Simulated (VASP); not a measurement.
# MgO (P6_3/mmc) in VASP: further runs

MgO is run at these levels: PBE; tasks: single point.

All numbers are computed with VASP 6.6.1; they aren't measurements. Logs are shortened: lines on timing, memory, paths and dates and some standing lists are left out, and cuts for length are marked.

**1. The cell of the first run**

The structure is hexagonal, space group P6_3/mmc (No. 194). The conventional cell has a = 3.521 Å, b = 3.521 Å, c = 4.238 Å, α = 90.00°, β = 90.00°, γ = 120.00°. Within 2.7 Å of Mg (site symmetry -6m2) lie 5 O at 2.03 to 2.12 Å. O (site symmetry -6m2) has 5 Mg at 2.03 to 2.12 Å within 2.7 Å.

**2. Single point, PBE**

Input file INCAR:

```
PREC = Accurate
ENCUT = 520
EDIFF = 1E-6
ISMEAR = 0
SIGMA = 0.02
LREAL = False
LASPH = True
NELM = 100
ALGO = Normal
ISIF = 2
LWAVE = False
LCHARG = False
GGA = PE
NBANDS = 16
```

Input file KPOINTS:

```
Automatic mesh
0
Gamma
  6 6 6
```

Input file POSCAR:

```
MgO
1.0
    3.5206362378      0.0000000000      0.0000000000
   -1.7603181189      3.0489604194      0.0000000000
    0.0000000000      0.0000000000      4.2380654686
Mg O
2 2
Direct
    0.6666666667      0.3333333333      0.7500000000
    0.3333333333      0.6666666667      0.2500000000
    0.6666666667      0.3333333333      0.2500000000
    0.3333333333      0.6666666667      0.7500000000
```

Potentials or basis: VASP PAW PBE potentials, release 64 (Mg, O).

On the command line:

```console
$ cat potpaw_PBE.64/Mg/POTCAR potpaw_PBE.64/O/POTCAR > POTCAR
$ mpirun -np 1 vasp_std > vasp.out
```

OUTCAR:

```text
PREC = Accurate
   ENCUT = 520
   EDIFF = 1E-6
   ISMEAR = 0
   LREAL = False
   LASPH = True
   NELM = 100
   ISIF = 2
   GGA = PE

 ion  position               nearest neighbor table
   1  0.667  0.333  0.750-   4 2.03   4 2.03   4 2.03   3 2.12   3 2.12   2 2.94   2 2.94   2 2.94
                             2 2.94   2 2.94   2 2.94
   2  0.333  0.667  0.250-   3 2.03   3 2.03   3 2.03   4 2.12   4 2.12   1 2.94   1 2.94   1 2.94
                             1 2.94   1 2.94   1 2.94
   3  0.667  0.333  0.250-   2 2.03   2 2.03   2 2.03   1 2.12   1 2.12
   4  0.333  0.667  0.750-   1 2.03   1 2.03   1 2.03   2 2.12   2 2.12

  LATTYP: Found a hexagonal cell.
 ALAT       =     3.5206362378
 C/A-ratio  =     1.2037782896

  Lattice vectors:

 A1 = (   3.5206362378,   0.0000000000,   0.0000000000)
 A2 = (  -1.7603181189,   3.0489604194,   0.0000000000)
 A3 = (   0.0000000000,   0.0000000000,   4.2380654686)

Analysis of symmetry for initial positions (statically):
=====================================================================
 Subroutine PRICEL returns:
 Original cell was already a primitive cell.

 Routine SETGRP: Setting up the symmetry group for a
 hexagonal supercell.

 Subroutine GETGRP returns: Found 24 space group operations
 (whereof 12 operations were pure point group operations)
 out of a pool of 24 trial point group operations.

The static configuration has the point symmetry D_3d.
 The point group associated with its full space group is D_6h.

Analysis of symmetry for dynamics (positions and initial velocities):
=====================================================================
 Subroutine PRICEL returns:
 Original cell was already a primitive cell.

 Routine SETGRP: Setting up the symmetry group for a
 hexagonal supercell.

 Subroutine GETGRP returns: Found 24 space group operations
 (whereof 12 operations were pure point group operations)
 out of a pool of 24 trial point group operations.

The dynamic configuration has the point symmetry D_3d.
 The point group associated with its full space group is D_6h.

 Subroutine INISYM returns: Found 24 space group operations
 (whereof 12 operations are pure point group operations),
 and found     1 'primitive' translations

----------------------------------------------------------------------------------------

                                     Primitive cell

  volume of cell :      45.4926

  direct lattice vectors                    reciprocal lattice vectors
     3.520636238  0.000000000  0.000000000     0.284039569  0.163990322  0.000000000
    -1.760318119  3.048960419  0.000000000     0.000000000  0.327980643  0.000000000
     0.000000000  0.000000000  4.238065469     0.000000000  0.000000000  0.235956714

  length of vectors
     3.520636238  3.520636238  4.238065469     0.327980643  0.327980643  0.235956714

  position of ions in fractional coordinates (direct lattice)
     0.666666667  0.333333333  0.750000000
     0.333333333  0.666666667  0.250000000
     0.666666667  0.333333333  0.250000000
     0.333333333  0.666666667  0.750000000

  ion indices of the primitive-cell ions
   primitive index   ion index
                 1           1
                 2           2
                 3           3
                 4           4

----------------------------------------------------------------------------------------

 KPOINTS: Automatic mesh

Automatic generation of k-mesh.
 Grid dimensions read from file:
 generate k-points for:    6    6    6

 Generating k-lattice:

  Cartesian coordinates                     Fractional coordinates (reciprocal lattice)
     0.047339928  0.027331720  0.000000000     0.166666667  0.000000000  0.000000000
     0.000000000  0.054663441  0.000000000     0.000000000  0.166666667  0.000000000
     0.000000000  0.000000000  0.039326119     0.000000000  0.000000000  0.166666667

  Length of vectors
     0.054663441  0.054663441  0.039326119

  Shift w.r.t. Gamma in fractional coordinates (k-lattice)
     0.000000000  0.000000000  0.000000000

 Subroutine IBZKPT returns following result:
 ===========================================

 Found     28 irreducible k-points:

 Following reciprocal coordinates:
            Coordinates               Weight
  0.000000  0.000000  0.000000      1.000000
  0.166667 -0.000000  0.000000      6.000000
  0.333333  0.000000  0.000000      6.000000
  0.500000 -0.000000  0.000000      3.000000
  0.166667  0.166667  0.000000      6.000000
  0.333333  0.166667  0.000000     12.000000
[... 16 lines left out ...]
  0.166667 -0.000000  0.500000      6.000000
  0.333333  0.000000  0.500000      6.000000
 [... further k-points ...]
   k-points           NKPTS =     28   k-points in BZ     NKDIM =     28   number of bands    NBANDS=     16
   number of dos      NEDOS =    301   number of ions     NIONS =      4
   total plane-waves  NPLWV =  25088
   dimension x,y,z NGX =    28 NGY =   28 NGZ =   32
   dimension x,y,z NGXF=    56 NGYF=   56 NGZF=   64
   ions per type =               2   2
   NGX,Y,Z   is equivalent  to a cutoff of  13.22, 13.22, 12.55 a.u.
   NGXF,Y,Z  is equivalent  to a cutoff of  26.44, 26.44, 25.11 a.u.
 SYSTEM =  unknown system
   PREC   = accura    normal or accurate (medium, high low for compatibility)
   ISTART =      0    job   : 0-new  1-cont  2-samecut
   ICHARG =      2    charge: 1-file 2-atom 10-const
   ISPIN  =      1    spin polarized calculation?
   LNONCOLLINEAR =      F non collinear calculations
   LSORBIT =      F    spin-orbit coupling
   LASPH  =      T    aspherical Exc in radial PAW
   ENCUT  =  520.0 eV  38.22 Ry    6.18 a.u.   6.55  6.55  7.88*2*pi/ulx,y,z
   NELM   =    100;   NELMIN=  2; NELMDL= -5     # of ELM steps
   EDIFF  = 0.1E-05   stopping-criterion for ELM
   LREAL  =      F    real-space projection
   EDIFFG = 0.1E-04   stopping-criterion for IOM
   NSW    =      0    number of steps for IOM
   IBRION =     -1    ionic relax: 0-MD 1-quasi-New 2-CG
   NFREE  =      0    steps in history (QN), initial steepest desc. (CG)
   ISIF   =      2    stress and relaxation
   ISYM   =      2    0-nonsym 1-usesym 2-fastsym
   POTIM  = 0.5000    time-step for ionic-motion
   TEBEG  =    0.0;   TEEND  =   0.0 temperature during run
   PSTRESS=    0.0 pullay stress
   NELECT =      16.0000    total number of electrons
   NUPDOWN=      -1.0000    fix difference up-down
   EMIN   =  10.00;   EMAX   =-10.00  energy-range for DOS
   EFERMI =   0.00;   METHOD = LEGACY
   ISMEAR =     0;   SIGMA  =   0.02  broadening in eV -4-tet -1-fermi 0-gaus
   EFERMI_NEDOS =   21; number of points for ismear=-14 and -15
   IALGO  =     38    algorithm
   IMIX   =      4    mixing-type and parameters
     AMIX     =   0.40;   BMIX     =  1.00
     AMIX_MAG =   1.60;   BMIX_MAG =  1.00
  volume/ion in A,a.u.               =      11.37        76.75
  Fermi-wavevector in a.u.,A,eV,Ry     =   1.155583  2.183736 18.168852  1.335373
  Thomas-Fermi vector in A             =   2.292211
   LORBIT       =      0    0 simple, 1 ext, 2 COOP (PROOUT), +10 PAW based schemes
   GGA     = PE    functional components
   LHFCALC =     F    Hartree Fock is set to
   AEXX    =    0.0000 exact exchange contribution
   IVDW    =     0    specifies the selected vdW correction
   LEPSILON=     F    determine dielectric tensor
   LRPA    =     F    only Hartree local field effects (RPA)
 non-spin polarized calculation
 Gauss-broadening in eV      SIGMA  =   0.02
  energy-cutoff  :      520.00
  volume of cell :       45.49
 maximum number of plane-waves:      1252
 NGX is ok and might be reduce to    28
   NGX = 13   NGY = 13   NGZ = 15

 number of electron      15.9999990 magnetization

 Free energy of the ion-electron system (eV)
  ---------------------------------------------------
  ext. energy  EPLUGINS =         0.00000000
  ---------------------------------------------------
  free energy    TOTEN  =       -23.67519571 eV

  energy without entropy =      -23.67519571  energy(sigma->0) =      -23.67519571

 E-fermi :   1.9137     XC(G=0):  -9.9265

 val. band max:        1.7953665524   @ k =   0.0000   0.0000   0.0000
 cond. band min:       5.0567418549   @ k =   0.0000   0.0000   0.0000
 fundamental gap:      3.2613753026
 Fermi energy:         1.9137426712

 k-point     1 :       0.0000    0.0000    0.0000
  band No.  band energies     occupation
      1     -15.0006      2.00000
      2     -13.6935      2.00000
      3      -1.7413      2.00000
      4       0.1238      2.00000
      5       0.1238      2.00000
      6       1.0221      2.00000
[... 8 lines left out ...]
     15      17.1112      0.00000
     16      17.2345      0.00000

 k-point     2 :       0.1667   -0.0000    0.0000
  band No.  band energies     occupation
      1     -14.8752      2.00000
      2     -13.7165      2.00000
      3      -1.5319      2.00000
      4      -0.3120      2.00000
      5      -0.0624      2.00000
      6       0.4922      2.00000
[... 8 lines left out ...]
     15      16.1862      0.00000
     16      16.3916      0.00000

 k-point     3 :       0.3333    0.0000    0.0000
  band No.  band energies     occupation
      1     -14.5706      2.00000
      2     -13.8125      2.00000
      3      -1.2449      2.00000
      4      -0.9762      2.00000
      5      -0.3475      2.00000
      6       0.0215      2.00000
[... 8 lines left out ...]
     15      15.6401      0.00000
     16      16.1268      0.00000

 k-point     4 :       0.5000   -0.0000    0.0000
  band No.  band energies     occupation
      1     -14.3458      2.00000
      2     -13.9307      2.00000
      3      -1.6606      2.00000
      4      -0.4988      2.00000
      5      -0.4670      2.00000
      6      -0.1357      2.00000
[... 8 lines left out ...]
     15      16.1692      0.00000
     16      16.1895      0.00000
[... 324 lines left out ...]
 k-point    22 :       0.0000    0.0000    0.5000
  band No.  band energies     occupation
      1     -14.3507      2.00000
      2     -14.3507      2.00000
      3      -0.5704      2.00000
      4      -0.5704      2.00000
      5       0.5561      2.00000
      6       0.5561      2.00000
[... 8 lines left out ...]
     15      17.2094      0.00000
     16      17.2094      0.00000

 k-point    23 :       0.1667   -0.0000    0.5000
  band No.  band energies     occupation
      1     -14.2856      2.00000
      2     -14.2856      2.00000
      3      -1.0348      2.00000
      4      -1.0348      2.00000
      5       0.4917      2.00000
      6       0.4917      2.00000
[... 8 lines left out ...]
     15      16.9547      0.00000
     16      16.9547      0.00000

 k-point    24 :       0.3333    0.0000    0.5000
  band No.  band energies     occupation
      1     -14.1521      2.00000
      2     -14.1521      2.00000
      3      -1.6921      2.00000
      4      -1.6921      2.00000
      5       0.3678      2.00000
      6       0.3678      2.00000
[... 8 lines left out ...]
     15      16.3072      0.00000
     16      16.3072      0.00000

 [... further k-points ...]
[... 5 lines left out ...]
  --------------------------------------------------------------------------------------
  -------------------------------------------------------------------------------------
  Total       -0.1247226     -0.1247226     -0.1644252      0.0000000     -0.0000000     -0.0000000
  in kB       -4.3925336     -4.3925336     -5.7907965      0.0000000     -0.0000000     -0.0000000
  external PRESSURE =      -4.8586212 kB  Pullay stress =       0.0000000 kB

 VOLUME and BASIS-vectors are now :
 -----------------------------------------------------------------------------
  energy-cutoff  :      520.00
  volume of cell :       45.49
      direct lattice vectors                 reciprocal lattice vectors
     3.520636238  0.000000000  0.000000000     0.284039569  0.163990322  0.000000000
    -1.760318119  3.048960419  0.000000000     0.000000000  0.327980643  0.000000000
     0.000000000  0.000000000  4.238065469     0.000000000  0.000000000  0.235956714

 POSITION                                       TOTAL-FORCE (eV/Angst)
 -----------------------------------------------------------------------------------
      1.76032      1.01632      3.17855        -0.000000      0.000000      0.000000
     -0.00000      2.03264      1.05952         0.000000     -0.000000      0.000000
      1.76032      1.01632      1.05952         0.000000      0.000000      0.000000
     -0.00000      2.03264      3.17855        -0.000000     -0.000000      0.000000
 -----------------------------------------------------------------------------------
    total drift:                               -0.000000      0.000000     -0.000000

  FREE ENERGIE OF THE ION-ELECTRON SYSTEM (eV)
  ---------------------------------------------------
  free  energy   TOTEN  =       -23.6751957097 eV

  energy  without entropy=      -23.6751957097  energy(sigma->0) =      -23.67519571
```

Run time: 8.4 s. Hardware: 1 thread of Intel Xeon 6975P-C (Granite Rapids), shared host; peak memory 0.16 GiB.

Results:

| Quantity | Value |
| --- | --- |
| Free energy | -23.6752 eV |
| Pressure | -0.5 GPa |
| Band gap on the k mesh | 3.26 eV, direct |

Levels at points of the mesh, in eV from the valence-band top:
| k point | band 6 | band 7 | band 8 | band 9 | band 10 | band 11 |
| --- | --- | --- | --- | --- | --- | --- |
| (0.00, 0.00, 0.00) | -0.77 | -0.77 | 0.00 | 3.26 | 9.19 | 11.95 |
| (0.50, 0.00, 0.00) | -1.93 | -1.25 | -0.52 | 6.90 | 8.74 | 9.73 |
| (0.00, 0.00, 0.50) | -1.24 | -1.24 | -1.24 | 6.28 | 6.28 | 12.70 |
| (0.50, 0.00, 0.50) | -1.49 | -0.78 | -0.78 | 7.20 | 7.20 | 11.59 |

**3. Single point, PBE**

Input file INCAR:

```
SYSTEM = MgO
  ALGO = Normal
  EDIFF = 1E-6
  ENCUT = 520
  GGA = PE
  ISIF = 2
  ISMEAR = 0
  LASPH = .TRUE.
  LCHARG = .FALSE.
  LREAL = .FALSE.
  LWAVE = .FALSE.
  NBANDS = 16
  NELM = 60
  PREC = Accurate
  SIGMA = 0.01
```

Input file KPOINTS:

```
k-points
0
G
  6 6 6
  0 0 0
```

Input file POSCAR:

```
MgO
1.0
    3.5207217159      0.0000000000      0.0000000000
   -1.7603608580      3.0490344456      0.0000000000
    0.0000000000      0.0000000000      4.2382702817
Mg O
2 2
Direct
    0.6666666667      0.3333333333      0.7500000000
    0.3333333333      0.6666666667      0.2500000000
    0.6666666667      0.3333333333      0.2500000000
    0.3333333333      0.6666666667      0.7500000000
```

Potentials or basis: VASP PAW PBE potentials, release 64 (Mg, O).

On the command line:

```console
$ cat potpaw_PBE.64/Mg/POTCAR potpaw_PBE.64/O/POTCAR > POTCAR
$ mpirun -np 1 vasp_std > vasp.out
```

It took 8.2 s on 1 thread of Intel Xeon 6975P-C (Granite Rapids), shared host; peak memory 0.17 GiB.

The run converged. Its results:

| Item | Value |
| --- | --- |
| Free energy | -23.6752 eV |
| Pressure | -0.5 GPa |
| Band gap on the k mesh | 3.26 eV, direct |

Stress tensor (GPa, compression positive):
```
-0.45  0.00  0.00
 0.00 -0.45  0.00
 0.00  0.00 -0.59
```

Levels at points of the mesh, in eV from the valence-band top:
| k point | band 6 | band 7 | band 8 | band 9 | band 10 | band 11 |
| --- | --- | --- | --- | --- | --- | --- |
| (0.00, 0.00, 0.00) | -0.77 | -0.77 | 0.00 | 3.26 | 9.19 | 11.94 |
| (0.50, 0.00, 0.00) | -1.93 | -1.25 | -0.52 | 6.90 | 8.73 | 9.73 |
| (0.00, 0.00, 0.50) | -1.24 | -1.24 | -1.24 | 6.28 | 6.28 | 12.70 |
| (0.50, 0.00, 0.50) | -1.49 | -0.78 | -0.78 | 7.20 | 7.20 | 11.59 |

A hybrid or GW would open this gap; PBE tends to underestimate it.
